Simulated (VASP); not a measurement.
# ScSbTe3 (P4/mmm) in VASP: a series of runs

The runs below take ScSbTe3 through single point, relaxation of cell and atoms, with PBE.

Everything below comes from runs of VASP 6.6.1. Logs are shortened: lines on timing, memory, paths and dates and some standing lists are left out, and cuts for length are marked.

## Step 1: The cell of the first run

It takes space group P4/mmm (No. 123, tetragonal). The conventional cell has a = 4.059 Å, b = 4.059 Å, c = 9.461 Å, α = 90.00°, β = 90.00°, γ = 90.00°. Within 3.8 Å of Sc (site symmetry 4/mmm) lie 4 Te at 2.87 Å. Sb (site symmetry 4/mmm) has 8 Te at 3.10 Å and 4 Sb at 4.06 Å within 4.1 Å. Within 3.8 Å of Te (site symmetry 4/mmm) lie 4 Sc at 2.87 Å and 2 Te at 3.57 Å. Within 3.1 Å of Te (site symmetry 4mm) lie 1 Te at 2.32 Å and 4 Sb at 3.10 Å.

The cell was generated, and may not be a known phase.

## Step 2: Single point, PBE

The input, INCAR:

```
SYSTEM = ScSbTe3
PREC     = Accurate       ! precision mode
ENCUT    = 520            ! plane-wave cutoff, eV
EDIFF    = 1E-6           ! SCF threshold, eV
ISMEAR   = 0              ! smearing method
SIGMA    = 0.1            ! smearing width, eV
LREAL    = .FALSE.        ! projectors in reciprocal space
LASPH    = .TRUE.         ! aspherical terms in the spheres
NELM     = 80             ! most SCF steps
ALGO     = Normal         ! electronic algorithm
ISIF     = 2              ! what is computed and relaxed
LWAVE    = .FALSE.        ! write WAVECAR
LCHARG   = .TRUE.         ! write CHGCAR
GGA      = PE             ! functional
LELF     = .TRUE.         ! ELF
LVHAR    = .TRUE.       
NBANDS   = 25             ! bands
```

The input, KPOINTS:

```
Automatic mesh
0
G
  4 4 2
  0 0 0
```

The input, POSCAR:

```
ScSbTe3
1.0
    4.0591085200      0.0000000000      0.0000000000
    0.0000000000      4.0591085200      0.0000000000
    0.0000000000      0.0000000000      9.4606207700
Sc Sb Te
1 1 3
Direct
    0.5000000000      0.5000000000      0.5000000000
    0.5000000000      0.5000000000      0.0000000000
    0.0000000000      0.0000000000      0.5000000000
    0.0000000000      0.0000000000      0.8773810100
    0.0000000000      0.0000000000      0.1226189900
```

Potentials or basis: VASP PAW PBE potentials, release 64 (Sc_sv, Sb, Te).

Run with:

```console
> cat potpaw_PBE.64/Sc_sv/POTCAR potpaw_PBE.64/Sb/POTCAR potpaw_PBE.64/Te/POTCAR > POTCAR
> mpirun -np 1 vasp_std > vasp.out
```

OUTCAR:

```text
SYSTEM = ScSbTe3
   PREC = Accurate
   ENCUT = 520
   EDIFF = 1E-6
   ISMEAR = 0
   LREAL = .FALSE.
   LASPH = .TRUE.
   NELM = 80
   ISIF = 2
   GGA = PE

 ion  position               nearest neighbor table
   1  0.500  0.500  0.500-   3 2.87   3 2.87   3 2.87   3 2.87
   2  0.500  0.500  0.000-   4 3.10   5 3.10   4 3.10   5 3.10   4 3.10   5 3.10   4 3.10   5 3.10

   3  0.000  0.000  0.500-   1 2.87   1 2.87   1 2.87   1 2.87   5 3.57   4 3.57
   4  0.000  0.000  0.877-   5 2.32   2 3.10   2 3.10   2 3.10   2 3.10   3 3.57
   5  0.000  0.000  0.123-   4 2.32   2 3.10   2 3.10   2 3.10   2 3.10   3 3.57

  LATTYP: Found a simple tetragonal cell.
 ALAT       =     4.0591085200
 C/A-ratio  =     2.3307139298

  Lattice vectors:

 A1 = (   4.0591085200,   0.0000000000,   0.0000000000)
 A2 = (   0.0000000000,   4.0591085200,   0.0000000000)
 A3 = (   0.0000000000,   0.0000000000,   9.4606207700)

Analysis of symmetry for initial positions (statically):
=====================================================================
 Subroutine PRICEL returns:
 Original cell was already a primitive cell.

 Routine SETGRP: Setting up the symmetry group for a
 simple tetragonal supercell.

 Subroutine GETGRP returns: Found 16 space group operations
 (whereof 16 operations were pure point group operations)
 out of a pool of 16 trial point group operations.

The static configuration has the point symmetry D_4h.

Analysis of symmetry for dynamics (positions and initial velocities):
=====================================================================
 Subroutine PRICEL returns:
 Original cell was already a primitive cell.

 Routine SETGRP: Setting up the symmetry group for a
 simple tetragonal supercell.

 Subroutine GETGRP returns: Found 16 space group operations
 (whereof 16 operations were pure point group operations)
 out of a pool of 16 trial point group operations.

The dynamic configuration has the point symmetry D_4h.

 Subroutine INISYM returns: Found 16 space group operations
 (whereof 16 operations are pure point group operations),
 and found     1 'primitive' translations

----------------------------------------------------------------------------------------

                                     Primitive cell

  volume of cell :     155.8766

  direct lattice vectors                    reciprocal lattice vectors
     4.059108520  0.000000000  0.000000000     0.246359513  0.000000000  0.000000000
     0.000000000  4.059108520  0.000000000     0.000000000  0.246359513  0.000000000
     0.000000000  0.000000000  9.460620770     0.000000000  0.000000000  0.105701309

  length of vectors
     4.059108520  4.059108520  9.460620770     0.246359513  0.246359513  0.105701309

  position of ions in fractional coordinates (direct lattice)
     0.500000000  0.500000000  0.500000000
     0.500000000  0.500000000  0.000000000
     0.000000000  0.000000000  0.500000000
     0.000000000  0.000000000  0.877381010
     0.000000000  0.000000000  0.122618990

  ion indices of the primitive-cell ions
   primitive index   ion index
                 1           1
                 2           2
                 3           3
                 4           4
                 5           5

----------------------------------------------------------------------------------------

 KPOINTS: Automatic mesh

Automatic generation of k-mesh.
 Grid dimensions read from file:
 generate k-points for:    4    4    2

 Generating k-lattice:

  Cartesian coordinates                     Fractional coordinates (reciprocal lattice)
     0.061589878  0.000000000  0.000000000     0.250000000  0.000000000  0.000000000
     0.000000000  0.061589878  0.000000000     0.000000000  0.250000000  0.000000000
     0.000000000  0.000000000  0.052850655     0.000000000  0.000000000  0.500000000

  Length of vectors
     0.061589878  0.061589878  0.052850655

  Shift w.r.t. Gamma in fractional coordinates (k-lattice)
     0.000000000  0.000000000  0.000000000

 Subroutine IBZKPT returns following result:
 ===========================================

 Found     12 irreducible k-points:

 Following reciprocal coordinates:
            Coordinates               Weight
  0.000000  0.000000  0.000000      1.000000
  0.250000  0.000000  0.000000      4.000000
  0.500000  0.000000  0.000000      2.000000
  0.250000  0.250000  0.000000      4.000000
  0.500000  0.250000  0.000000      4.000000
  0.500000  0.500000  0.000000      1.000000
  0.000000  0.000000  0.500000      1.000000
  0.250000  0.000000  0.500000      4.000000
  0.500000  0.000000  0.500000      2.000000
  0.250000  0.250000  0.500000      4.000000
  0.500000  0.250000  0.500000      4.000000
  0.500000  0.500000  0.500000      1.000000
   k-points           NKPTS =     12   k-points in BZ     NKDIM =     12   number of bands    NBANDS=     25
   number of dos      NEDOS =    301   number of ions     NIONS =      5
   total plane-waves  NPLWV =  63000
   dimension x,y,z NGX =    30 NGY =   30 NGZ =   70
   dimension x,y,z NGXF=    60 NGYF=   60 NGZF=  140
   ions per type =               1   1   3
   NGX,Y,Z   is equivalent  to a cutoff of  12.29, 12.29, 12.30 a.u.
   NGXF,Y,Z  is equivalent  to a cutoff of  24.57, 24.57, 24.60 a.u.
 SYSTEM =  ScSbTe3
   PREC   = accura    normal or accurate (medium, high low for compatibility)
   ISTART =      0    job   : 0-new  1-cont  2-samecut
   ICHARG =      2    charge: 1-file 2-atom 10-const
   ISPIN  =      1    spin polarized calculation?
   LNONCOLLINEAR =      F non collinear calculations
   LSORBIT =      F    spin-orbit coupling
   LASPH  =      T    aspherical Exc in radial PAW
   ENCUT  =  520.0 eV  38.22 Ry    6.18 a.u.   7.55  7.55 17.59*2*pi/ulx,y,z
   NELM   =     80;   NELMIN=  2; NELMDL= -5     # of ELM steps
   EDIFF  = 0.1E-05   stopping-criterion for ELM
   LREAL  =      F    real-space projection
   EDIFFG = 0.1E-04   stopping-criterion for IOM
   NSW    =      0    number of steps for IOM
   IBRION =     -1    ionic relax: 0-MD 1-quasi-New 2-CG
   NFREE  =      0    steps in history (QN), initial steepest desc. (CG)
   ISIF   =      2    stress and relaxation
   ISYM   =      2    0-nonsym 1-usesym 2-fastsym
   POTIM  = 0.5000    time-step for ionic-motion
   TEBEG  =    0.0;   TEEND  =   0.0 temperature during run
   PSTRESS=    0.0 pullay stress
   NELECT =      34.0000    total number of electrons
   NUPDOWN=      -1.0000    fix difference up-down
   EMIN   =  10.00;   EMAX   =-10.00  energy-range for DOS
   EFERMI =   0.00;   METHOD = LEGACY
   ISMEAR =     0;   SIGMA  =   0.10  broadening in eV -4-tet -1-fermi 0-gaus
   EFERMI_NEDOS =   21; number of points for ismear=-14 and -15
   IALGO  =     38    algorithm
   IMIX   =      4    mixing-type and parameters
     AMIX     =   0.40;   BMIX     =  1.00
     AMIX_MAG =   1.60;   BMIX_MAG =  1.00
  volume/ion in A,a.u.               =      31.18       210.38
  Fermi-wavevector in a.u.,A,eV,Ry     =   0.985464  1.862257 13.213156  0.971140
  Thomas-Fermi vector in A             =   2.116773
   LORBIT       =      0    0 simple, 1 ext, 2 COOP (PROOUT), +10 PAW based schemes
   GGA     = PE    functional components
   LHFCALC =     F    Hartree Fock is set to
   AEXX    =    0.0000 exact exchange contribution
   IVDW    =     0    specifies the selected vdW correction
   LEPSILON=     F    determine dielectric tensor
   LRPA    =     F    only Hartree local field effects (RPA)
 non-spin polarized calculation
 Gauss-broadening in eV      SIGMA  =   0.10
  energy-cutoff  :      520.00
  volume of cell :      155.88
 maximum number of plane-waves:      4232
   NGX = 15   NGY = 15   NGZ = 35

 number of electron      34.0000001 magnetization

 Free energy of the ion-electron system (eV)
  ---------------------------------------------------
  ext. energy  EPLUGINS =         0.00000000
  ---------------------------------------------------
  free energy    TOTEN  =       -17.94175618 eV

  energy without entropy =      -17.90657799  energy(sigma->0) =      -17.92416708

 E-fermi :   6.5750     XC(G=0):  -9.1007

 val. band max:        6.4992407482   @ k =   0.5000   0.5000   0.0000
 cond. band min:       6.5914810455   @ k =   0.2500   0.0000   0.0000
 fundamental gap:      0.0922402973
 Fermi energy:         6.5750040553

 k-point     1 :       0.0000    0.0000    0.0000
  band No.  band energies     occupation
      1     -44.3325      2.00000
      2     -23.1136      2.00000
      3     -22.9056      2.00000
      4     -22.9056      2.00000
      5      -9.0914      2.00000
      6      -5.8242      2.00000
[... 17 lines left out ...]
     24       8.6453      0.00000
     25       9.7363      0.00000

 k-point     2 :       0.2500    0.0000    0.0000
  band No.  band energies     occupation
      1     -44.3319      2.00000
      2     -23.1125      2.00000
      3     -22.9207      2.00000
      4     -22.9019      2.00000
      5      -8.7491      2.00000
      6      -5.5100      2.00000
[... 17 lines left out ...]
     24       8.4460      0.00000
     25       9.8709      0.00000

 k-point     3 :       0.5000    0.0000    0.0000
  band No.  band energies     occupation
      1     -44.3313      2.00000
      2     -23.1114      2.00000
      3     -22.9357      2.00000
      4     -22.8982      2.00000
      5      -8.2902      2.00000
      6      -5.1296      2.00000
[... 216 lines left out ...]
 k-point    11 :       0.5000    0.2500    0.5000
  band No.  band energies     occupation
      1     -44.3305      2.00000
      2     -23.1106      2.00000
      3     -22.9324      2.00000
      4     -22.9136      2.00000
      5      -8.0540      2.00000
      6      -5.1319      2.00000
[... 17 lines left out ...]
     24       8.6523      0.00000
     25       9.0786      0.00000

 k-point    12 :       0.5000    0.5000    0.5000
  band No.  band energies     occupation
      1     -44.3298      2.00000
      2     -23.1098      2.00000
      3     -22.9291      2.00000
      4     -22.9291      2.00000
      5      -7.7835      2.00000
      6      -5.0662      2.00000
[... 17 lines left out ...]
     24       9.5149      0.00000
     25       9.5162      0.00000

------------------------ aborting loop because EDIFF is reached ----------------------------------------

  FORCE on cell =-STRESS in cart. coord.  units (eV):
  Direction    XX          YY          ZZ          XY          YZ          ZX
  --------------------------------------------------------------------------------------
  -------------------------------------------------------------------------------------
  Total        6.3142983      6.3142983     24.6097241      0.0000000      0.0000000     -0.0000000
  in kB       64.9014979     64.9014979    252.9509809      0.0000000      0.0000000     -0.0000000
  external PRESSURE =     127.5846589 kB  Pullay stress =       0.0000000 kB

 VOLUME and BASIS-vectors are now :
 -----------------------------------------------------------------------------
  energy-cutoff  :      520.00
  volume of cell :      155.88
      direct lattice vectors                 reciprocal lattice vectors
     4.059108520  0.000000000  0.000000000     0.246359513  0.000000000  0.000000000
     0.000000000  4.059108520  0.000000000     0.000000000  0.246359513  0.000000000
     0.000000000  0.000000000  9.460620770     0.000000000  0.000000000  0.105701309

 POSITION                                       TOTAL-FORCE (eV/Angst)
 -----------------------------------------------------------------------------------
      2.02955      2.02955      4.73031         0.000000      0.000000      0.000000
      2.02955      2.02955      0.00000         0.000000      0.000000      0.000000
      0.00000      0.00000      4.73031         0.000000      0.000000      0.000000
      0.00000      0.00000      8.30057         0.000000     -0.000000     -9.553812
      0.00000      0.00000      1.16005         0.000000      0.000000      9.553812
 -----------------------------------------------------------------------------------
    total drift:                                0.000000      0.000000      0.000000

  FREE ENERGIE OF THE ION-ELECTRON SYSTEM (eV)
  ---------------------------------------------------
  free  energy   TOTEN  =       -17.9417561769 eV

  energy  without entropy=      -17.9065779854  energy(sigma->0) =      -17.92416708
```

Run time: 79 s. Hardware: 1 thread of Intel Xeon Platinum 8259CL at 2.50GHz (Skylake/Cascade Lake), shared host; peak memory 0.26 GiB.

What came out:

- Free energy: -17.9418 eV
- Pressure: 12.8 GPa
- Largest force: 9.554 eV/Å
- Band gap on the k mesh: zero (bands 17 and 18 overlap by 0.52 eV)

Forces on the atoms (eV/Å):
```
Sc   0.000  0.000  0.000
Sb   0.000  0.000  0.000
Te   0.000  0.000  0.000
Te   0.000  0.000 -9.554
Te   0.000  0.000  9.554
```

Stress tensor (GPa, compression positive):
```
 6.49  0.00  0.00
 0.00  6.49  0.00
 0.00  0.00 25.30
```

Caveat: the k points lie up to 0.39 Å⁻¹ apart, too coarse for converged energies and pressures of a metal; spin-orbit coupling is left out, which moves the levels of the heavy elements; this functional lacks dispersion, which binds layers or chains, so the pressure and a relaxed spacing across them are unreliable; forces of over 1 eV/Å act on the atoms, so gaps and moduli don't describe the material at rest.

## Step 3: Single point, PBE

This run uses another cell than the first one, of 32.50 Å³/atom.

The input, INCAR:

```
SYSTEM = ScSbTe3
ALGO = Normal ; EDIFF = 1E-6
ENCUT = 520 ; GGA = PE
ISIF = 2 ; ISMEAR = 0
LASPH = .True. ; LCHARG = .False.
LREAL = .False. ; LWAVE = .False.
NBANDS = 25 ; NELM = 100
PREC = Accurate ; SIGMA = 0.1
```

The input, KPOINTS:

```
k-points
0
Gamma
  4 4 2
  0 0 0
```

The input, POSCAR:

```
ScSbTe3
1.0
    3.9961593288      0.0000000000      0.0000000000
    0.0000000000      3.9961593288      0.0000000000
    0.0000000000      0.0000000000     10.1757258328
Sc Sb Te
1 1 3
Direct
    0.5000000000      0.5000000000      0.5000000000
    0.5000000000      0.5000000000      0.0000000000
    0.0000000000      0.0000000000      0.5000000000
    0.0000000000      0.0000000000      0.8357994345
    0.0000000000      0.0000000000      0.1642005655
```

Potentials or basis: VASP PAW PBE potentials, release 64 (Sc_sv, Sb, Te).

Run with:

```console
> cat potpaw_PBE.64/Sc_sv/POTCAR potpaw_PBE.64/Sb/POTCAR potpaw_PBE.64/Te/POTCAR > POTCAR
> mpirun -np 1 vasp_std > vasp.out
```

Wall time 73 s (1 thread of Intel Xeon Platinum 8259CL at 2.50GHz (Skylake/Cascade Lake), shared host); peak memory 0.27 GiB.

The run converged. Its results:

```
Free energy            : -20.1126 eV
Pressure               : 0.3 GPa
Largest force          : 0.010 eV/Å
Band gap on the k mesh : zero (bands 17 and 18 overlap by 0.87 eV)
```

Forces in eV/Å, atoms in the order of the input:
```
Sc   0.000  0.000  0.000
Sb   0.000  0.000  0.000
Te   0.000  0.000  0.000
Te   0.000  0.000  0.010
Te   0.000  0.000 -0.010
```

Stress tensor (GPa, compression positive):
```
0.37 0.00 0.00
0.00 0.37 0.00
0.00 0.00 0.09
```

Levels at points of the mesh, in eV from the Fermi level:
```
           k point  band 15  band 16  band 17  band 18  band 19  band 20
(0.00, 0.00, 0.00)    -1.14    -0.73    -0.51    -0.51     0.31     0.73
(0.50, 0.00, 0.00)    -0.76     0.03     0.14     0.57     0.72     0.76
(0.50, 0.50, 0.00)    -2.82    -2.80    -1.38    -0.04    -0.04     0.70
(0.00, 0.00, 0.50)    -1.14    -1.10    -0.33    -0.33    -0.15     0.31
(0.50, 0.00, 0.50)    -0.80    -0.45     0.07     0.14     0.54     0.87
(0.50, 0.50, 0.50)    -2.61    -1.42    -0.57    -0.44    -0.44    -0.02
```

Caveat: the k points lie up to 0.39 Å⁻¹ apart, too coarse for converged energies and pressures of a metal; spin-orbit coupling is left out, which moves the levels of the heavy elements.

(Part 1 of 2 ends here.)

The gap in the log of VASP goes by the Fermi energy; the results here count the filled bands.